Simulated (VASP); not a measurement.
# Hg (P6_3/mmc) in VASP: notebook

Hg is run at these levels: PBE+D3(BJ); tasks: single point.

Everything below comes from runs of VASP 6.6.1. Logs are shortened: lines on timing, memory, paths and dates and some standing lists are left out, and cuts for length are marked.

**1. The cell of the first run**

It takes space group P6_3/mmc (No. 194, hexagonal). Conventional cell: a = 3.385 Å, b = 3.385 Å, c = 5.339 Å, α = 90.00°, β = 90.00°, γ = 120.00°. Hg (site symmetry -6m2) has 12 Hg at 3.31 to 3.39 Å within 4.4 Å.

**2. Single point, PBE+D3(BJ) (26.49 Å³/atom)**

The input, INCAR:

```
PREC = Accurate ; ENCUT = 520
EDIFF = 1E-6 ; ISMEAR = 0
SIGMA = 0.1 ; LREAL = False
LASPH = True ; NELM = 100
ALGO = Fast ; ISIF = 2
LWAVE = False ; LCHARG = True
GGA = PE ; IVDW = 12
LELF = True ; LVHAR = True
NBANDS = 19
```

The input, KPOINTS:

```
regular mesh
0
Gamma
  15 15 8
```

The input, POSCAR:

```
Hg
1.0
    3.3854047847      0.0000000000      0.0000000000
   -1.6927023923      2.9318465456      0.0000000000
    0.0000000000      0.0000000000      5.3385163779
Hg
2
Direct
    0.6666666667      0.3333333333      0.7500000000
    0.3333333333      0.6666666667      0.2500000000
```

Potentials or basis: VASP PAW PBE potentials, release 64 (Hg).

Started as:

```
cat potpaw_PBE.64/Hg/POTCAR > POTCAR
mpirun -np 1 vasp_std > vasp.out
```

OUTCAR:

```text
PREC = Accurate
   ENCUT = 520
   EDIFF = 1E-6
   ISMEAR = 0
   LREAL = False
   LASPH = True
   NELM = 100
   ISIF = 2
   GGA = PE
   IVDW = 12
 IVDW          = 12

 ion  position               nearest neighbor table
   1  0.667  0.333  0.750-   2 3.31   2 3.31   2 3.31   2 3.31   2 3.31   2 3.31
   2  0.333  0.667  0.250-   1 3.31   1 3.31   1 3.31   1 3.31   1 3.31   1 3.31

  LATTYP: Found a hexagonal cell.
 ALAT       =     3.3854047847
 C/A-ratio  =     1.5769211416

  Lattice vectors:

 A1 = (   3.3854047847,   0.0000000000,   0.0000000000)
 A2 = (  -1.6927023923,   2.9318465456,   0.0000000000)
 A3 = (   0.0000000000,   0.0000000000,   5.3385163779)

Analysis of symmetry for initial positions (statically):
=====================================================================
 Subroutine PRICEL returns:
 Original cell was already a primitive cell.

 Routine SETGRP: Setting up the symmetry group for a
 hexagonal supercell.

 Subroutine GETGRP returns: Found 24 space group operations
 (whereof 12 operations were pure point group operations)
 out of a pool of 24 trial point group operations.

The static configuration has the point symmetry D_3d.
 The point group associated with its full space group is D_6h.

Analysis of symmetry for dynamics (positions and initial velocities):
=====================================================================
 Subroutine PRICEL returns:
 Original cell was already a primitive cell.

 Routine SETGRP: Setting up the symmetry group for a
 hexagonal supercell.

 Subroutine GETGRP returns: Found 24 space group operations
 (whereof 12 operations were pure point group operations)
 out of a pool of 24 trial point group operations.

The dynamic configuration has the point symmetry D_3d.
 The point group associated with its full space group is D_6h.

 Subroutine INISYM returns: Found 24 space group operations
 (whereof 12 operations are pure point group operations),
 and found     1 'primitive' translations

----------------------------------------------------------------------------------------

                                     Primitive cell

  volume of cell :      52.9874

  direct lattice vectors                    reciprocal lattice vectors
     3.385404785  0.000000000  0.000000000     0.295385652  0.170540986  0.000000000
    -1.692702392  2.931846546  0.000000000     0.000000000  0.341081972  0.000000000
     0.000000000  0.000000000  5.338516378     0.000000000  0.000000000  0.187317960

  length of vectors
     3.385404785  3.385404785  5.338516378     0.341081972  0.341081972  0.187317960

  position of ions in fractional coordinates (direct lattice)
     0.666666667  0.333333333  0.750000000
     0.333333333  0.666666667  0.250000000

  ion indices of the primitive-cell ions
   primitive index   ion index
                 1           1
                 2           2

----------------------------------------------------------------------------------------

 KPOINTS: regular mesh

Automatic generation of k-mesh.
 Grid dimensions read from file:
 generate k-points for:   15   15    8

 Generating k-lattice:

  Cartesian coordinates                     Fractional coordinates (reciprocal lattice)
     0.019692377  0.011369399  0.000000000     0.066666667  0.000000000  0.000000000
     0.000000000  0.022738798  0.000000000     0.000000000  0.066666667  0.000000000
     0.000000000  0.000000000  0.023414745     0.000000000  0.000000000  0.125000000

  Length of vectors
     0.022738798  0.022738798  0.023414745

  Shift w.r.t. Gamma in fractional coordinates (k-lattice)
     0.000000000  0.000000000  0.000000000

 Subroutine IBZKPT returns following result:
 ===========================================

 Found    135 irreducible k-points:

 Following reciprocal coordinates:
            Coordinates               Weight
  0.000000  0.000000  0.000000      1.000000
  0.066667  0.000000  0.000000      6.000000
  0.133333  0.000000  0.000000      6.000000
  0.200000  0.000000  0.000000      6.000000
  0.266667  0.000000  0.000000      6.000000
  0.333333  0.000000  0.000000      6.000000
[... 16 lines left out ...]
  0.333333  0.200000  0.000000     12.000000
  0.400000  0.200000  0.000000      6.000000
 [... further k-points ...]
   k-points           NKPTS =    135   k-points in BZ     NKDIM =    135   number of bands    NBANDS=     19
   number of dos      NEDOS =    301   number of ions     NIONS =      2
   total plane-waves  NPLWV =  31360
   dimension x,y,z NGX =    28 NGY =   28 NGZ =   40
   dimension x,y,z NGXF=    56 NGYF=   56 NGZF=   80
   ions per type =               2
   NGX,Y,Z   is equivalent  to a cutoff of  13.75, 13.75, 12.46 a.u.
   NGXF,Y,Z  is equivalent  to a cutoff of  27.50, 27.50, 24.91 a.u.
 SYSTEM =  unknown system
   PREC   = accura    normal or accurate (medium, high low for compatibility)
   ISTART =      0    job   : 0-new  1-cont  2-samecut
   ICHARG =      2    charge: 1-file 2-atom 10-const
   ISPIN  =      1    spin polarized calculation?
   LNONCOLLINEAR =      F non collinear calculations
   LSORBIT =      F    spin-orbit coupling
   LASPH  =      T    aspherical Exc in radial PAW
   ENCUT  =  520.0 eV  38.22 Ry    6.18 a.u.   6.29  6.29  9.93*2*pi/ulx,y,z
   NELM   =    100;   NELMIN=  2; NELMDL= -5     # of ELM steps
   EDIFF  = 0.1E-05   stopping-criterion for ELM
   LREAL  =      F    real-space projection
   EDIFFG = 0.1E-04   stopping-criterion for IOM
   NSW    =      0    number of steps for IOM
   IBRION =     -1    ionic relax: 0-MD 1-quasi-New 2-CG
   NFREE  =      0    steps in history (QN), initial steepest desc. (CG)
   ISIF   =      2    stress and relaxation
   ISYM   =      2    0-nonsym 1-usesym 2-fastsym
   POTIM  = 0.5000    time-step for ionic-motion
   TEBEG  =    0.0;   TEEND  =   0.0 temperature during run
   PSTRESS=    0.0 pullay stress
   NELECT =      24.0000    total number of electrons
   NUPDOWN=      -1.0000    fix difference up-down
   EMIN   =  10.00;   EMAX   =-10.00  energy-range for DOS
   EFERMI =   0.00;   METHOD = LEGACY
   ISMEAR =     0;   SIGMA  =   0.10  broadening in eV -4-tet -1-fermi 0-gaus
   EFERMI_NEDOS =   21; number of points for ismear=-14 and -15
   IALGO  =     68    algorithm
   IMIX   =      4    mixing-type and parameters
     AMIX     =   0.40;   BMIX     =  1.00
     AMIX_MAG =   1.60;   BMIX_MAG =  1.00
  volume/ion in A,a.u.               =      26.49       178.79
  Fermi-wavevector in a.u.,A,eV,Ry     =   1.257248  2.375855 21.506371  1.580674
  Thomas-Fermi vector in A             =   2.390917
   LORBIT       =      0    0 simple, 1 ext, 2 COOP (PROOUT), +10 PAW based schemes
   GGA     = PE    functional components
   LHFCALC =     F    Hartree Fock is set to
   AEXX    =    0.0000 exact exchange contribution
   IVDW    =    12    specifies the selected vdW correction
   LEPSILON=     F    determine dielectric tensor
   LRPA    =     F    only Hartree local field effects (RPA)
 non-spin polarized calculation
 RMM-DIIS sequential band-by-band and
 Gauss-broadening in eV      SIGMA  =   0.10
  energy-cutoff  :      520.00
  volume of cell :       52.99
 maximum number of plane-waves:      1454
 NGX is ok and might be reduce to    28
   NGX = 13   NGY = 13   NGZ = 19

 number of electron      24.0000003 magnetization

 Free energy of the ion-electron system (eV)
  ---------------------------------------------------
  ext. energy  EPLUGINS =         0.00000000
  ---------------------------------------------------
  free energy    TOTEN  =        -0.31893988 eV

  energy without entropy =       -0.31648213  energy(sigma->0) =       -0.31771100

 E-fermi :   1.5274     XC(G=0): -10.2236

 val. band max:        1.5192117876   @ k =   0.1333   0.0000   0.0000
 cond. band min:       1.5381416531   @ k =   0.3333   0.0667   0.0000
 fundamental gap:      0.0189298655
 Fermi energy:         1.5274182376

 k-point     1 :       0.0000    0.0000    0.0000
  band No.  band energies     occupation
      1      -6.2643      2.00000
      2      -5.4855      2.00000
      3      -4.7106      2.00000
      4      -4.7106      2.00000
      5      -4.7002      2.00000
      6      -4.5935      2.00000
[... 11 lines left out ...]
     18      15.3250      0.00000
     19      15.6290      0.00000

 k-point     2 :       0.0667    0.0000    0.0000
  band No.  band energies     occupation
      1      -6.1770      2.00000
      2      -5.4454      2.00000
      3      -4.7716      2.00000
      4      -4.6781      2.00000
      5      -4.6350      2.00000
      6      -4.5999      2.00000
[... 11 lines left out ...]
     18      15.7976      0.00000
     19      16.1158      0.00000

 k-point     3 :       0.1333    0.0000    0.0000
  band No.  band energies     occupation
      1      -5.9284      2.00000
      2      -5.3452      2.00000
      3      -4.8268      2.00000
      4      -4.6248      2.00000
      5      -4.6024      2.00000
      6      -4.5847      2.00000
[... 11 lines left out ...]
     18      15.8060      0.00000
     19      16.0996      0.00000

 k-point     4 :       0.2000    0.0000    0.0000
  band No.  band energies     occupation
      1      -5.5840      2.00000
      2      -5.2592      2.00000
      3      -4.8118      2.00000
      4      -4.7254      2.00000
      5      -4.6367      2.00000
      6      -4.6226      2.00000
[... 407 lines left out ...]
     18      10.4459      0.00000
     19      12.3669      0.00000

 k-point    23 :       0.3333    0.2000    0.0000
  band No.  band energies     occupation
      1      -5.2330      2.00000
      2      -5.1584      2.00000
      3      -5.0353      2.00000
      4      -4.7854      2.00000
      5      -4.5323      2.00000
      6      -4.4838      2.00000
[... 11 lines left out ...]
     18      10.0127      0.00000
     19      12.0844      0.00000

 k-point    24 :       0.4000    0.2000    0.0000
  band No.  band energies     occupation
      1      -5.2575      2.00000
      2      -5.1704      2.00000
      3      -5.0352      2.00000
      4      -4.7806      2.00000
      5      -4.5553      2.00000
      6      -4.4470      2.00000
[... 11 lines left out ...]
     18       9.8895      0.00000
     19      11.9956      0.00000

 [... further k-points ...]

------------------------ aborting loop because EDIFF is reached ----------------------------------------

 Edisp (eV)   -0.79048

 E8    (eV) :    -0.3587

  FORCE on cell =-STRESS in cart. coord.  units (eV):
  Direction    XX          YY          ZZ          XY          YZ          ZX
  --------------------------------------------------------------------------------------
  -------------------------------------------------------------------------------------
  Total      -0.11056    -0.11056    -0.12604    -0.00000    -0.00000     0.00000
  in kB      -3.34310    -3.34310    -3.81118    -0.00000    -0.00000     0.00000
  external pressure =       -3.50 kB  Pullay stress =        0.00 kB

 VOLUME and BASIS-vectors are now :
 -----------------------------------------------------------------------------
  energy-cutoff  :      520.00
  volume of cell :       52.99
      direct lattice vectors                 reciprocal lattice vectors
     3.385404785  0.000000000  0.000000000     0.295385652  0.170540986  0.000000000
    -1.692702392  2.931846546  0.000000000     0.000000000  0.341081972  0.000000000
     0.000000000  0.000000000  5.338516378     0.000000000  0.000000000  0.187317960

 POSITION                                       TOTAL-FORCE (eV/Angst)
 -----------------------------------------------------------------------------------
      1.69270      0.97728      4.00389         0.000000     -0.000000      0.000000
     -0.00000      1.95456      1.33463        -0.000000      0.000000      0.000000
 -----------------------------------------------------------------------------------
    total drift:                               -0.000000      0.000000     -0.000000

  FREE ENERGIE OF THE ION-ELECTRON SYSTEM (eV)
  ---------------------------------------------------
  free  energy   TOTEN  =        -1.1094198575 eV

  energy  without entropy=       -1.1069621024  energy(sigma->0) =       -1.10819098
```

Wall time 93 s (1 thread of Oxide Virtual Turin-like, shared host); peak memory 0.23 GiB.

What came out:

```yaml
Free_energy: -1.1094 eV
Pressure: -0.3 GPa
Band_gap_on_the_k_mesh: zero (bands 12 and 13 overlap by 0.73 eV)
Dispersion_energy_per_atom: -0.395 eV
```

Caveat: spin-orbit coupling is left out, which moves the levels of the heavy elements.

**3. Single point, PBE+D3(BJ) (27.27 Å³/atom)**

This run uses another cell than the first one, of 27.27 Å³/atom.

The input, INCAR:

```
SYSTEM = Hg
PREC = Accurate
ENCUT = 520
EDIFF = 1E-7
ISMEAR = 0
SIGMA = 0.1
LREAL = .FALSE.
LASPH = .TRUE.
NELM = 60
ALGO = Fast
ISIF = 2
LWAVE = .FALSE.
LCHARG = .TRUE.
GGA = PE
IVDW = 12
LELF = .TRUE.
LVHAR = .TRUE.
NBANDS = 19
```

The input, KPOINTS:

```
regular mesh
0
G
  15 15 8
  0 0 0
```

The input, POSCAR:

```
Hg
1.0
    3.4179587508      0.0000000000      0.0000000000
   -1.7089793754      2.9600391073      0.0000000000
    0.0000000000      0.0000000000      5.3898514153
Hg
2
Direct
    0.6666666667      0.3333333333      0.7500000000
    0.3333333333      0.6666666667      0.2500000000
```

Potentials or basis: VASP PAW PBE potentials, release 64 (Hg).

Started as:

```
cat potpaw_PBE.64/Hg/POTCAR > POTCAR
mpirun -np 1 vasp_std > vasp.out
```

It took 1.9 min on 1 thread of Oxide Virtual Turin-like, shared host; peak memory 0.23 GiB.

The run converged. Its results:

```yaml
Free_energy: -1.1052 eV
Pressure: -0.6 GPa
Band_gap_on_the_k_mesh: zero (bands 12 and 13 overlap by 0.55 eV)
Dispersion_energy_per_atom: -0.384 eV
```

Levels at points of the mesh, in eV from the Fermi level:
| k point | band 10 | band 11 | band 12 | band 13 | band 14 | band 15 |
| --- | --- | --- | --- | --- | --- | --- |
| (0.00, 0.00, 0.00) | -5.38 | -5.38 | -1.15 | -0.47 | 11.29 | 11.29 |
| (0.00, 0.00, 0.50) | -5.55 | -5.55 | -5.55 | 6.89 | 6.89 | 12.34 |

Caveat: spin-orbit coupling is left out, which moves the levels of the heavy elements.

**4. Single point, PBE+D3(BJ) (28.29 Å³/atom)**

This run uses another cell than the first one, of 28.29 Å³/atom.

The input, INCAR:

```
SYSTEM = Hg
ALGO = Fast
EDIFF = 1E-6
ENCUT = 520
GGA = PE
ISIF = 2
ISMEAR = 0
IVDW = 12
LASPH = .TRUE.
LCHARG = .FALSE.
LREAL = .FALSE.
LWAVE = .FALSE.
NBANDS = 19
NELM = 80
PREC = Accurate
SIGMA = 0.1
```

The input, KPOINTS:

```
k-points
0
G
  15 15 8
  0 0 0
```

The input, POSCAR:

```
Hg
1.0
    3.4604222076      0.0000000000      0.0000000000
   -1.7302111038      2.9968135396      0.0000000000
    0.0000000000      0.0000000000      5.4568129381
Hg
2
Direct
    0.6666666667      0.3333333333      0.7500000000
    0.3333333333      0.6666666667      0.2500000000
```

Started as:

```
cat potpaw_PBE.64/Hg/POTCAR > POTCAR
mpirun -np 1 vasp_std > vasp.out
```

It took 2.2 min on 1 thread of Oxide Virtual Turin-like, shared host; peak memory 0.23 GiB.

Results (log left out):

* Free energy: -1.0963 eV
* Pressure: -0.9 GPa
* Band gap on the k mesh: zero (bands 12 and 13 overlap by 0.32 eV)
* Dispersion energy per atom: -0.370 eV

Levels at points of the mesh, in eV from the Fermi level:
| k point | band 8 | band 9 | band 10 | band 11 | band 12 | band 13 | band 14 | band 15 | band 16 | band 17 |
| --- | --- | --- | --- | --- | --- | --- | --- | --- | --- | --- |
| (0.00, 0.00, 0.00) | -5.86 | -5.86 | -5.33 | -5.33 | -1.20 | -0.32 | 11.03 | 11.03 | 12.74 | 13.21 |
| (0.00, 0.00, 0.50) | -5.48 | -5.48 | -5.48 | -5.45 | -5.45 | 6.74 | 6.74 | 12.05 | 12.05 | 12.05 |

Caveat: spin-orbit coupling is left out, which moves the levels of the heavy elements.

**5. Overview**

```tsv
cell	further INCAR settings	gap on the mesh (eV)	pressure (GPa)
a = 3.385, b = 3.385, c = 5.339 Å, angles 90.0, 90.0, 120.0°, 2 atoms	ALGO = Fast; EDIFF = 1e-06; NBANDS = 19	none	-0.3
a = 3.418, b = 3.418, c = 5.390 Å, angles 90.0, 90.0, 120.0°, 2 atoms	ALGO = Fast; EDIFF = 1e-07; NBANDS = 19	none	-0.6
a = 3.460, b = 3.460, c = 5.457 Å, angles 90.0, 90.0, 120.0°, 2 atoms	ALGO = Fast; EDIFF = 1e-06; NBANDS = 19	none	-0.9
```

Alike in all rows: task single point; level PBE+D3(BJ); potentials or basis VASP PAW PBE potentials, release 64 (Hg); no spin polarisation; k mesh 15 × 15 × 8; cutoff (eV) 520; smearing gaussian 0.1 eV.

Caveats: spin-orbit coupling is left out, which moves the levels of the heavy elements.

Absolute energies hang on the potentials; compare differences alone.

The gap in the log of VASP goes by the Fermi energy; the results here count the filled bands.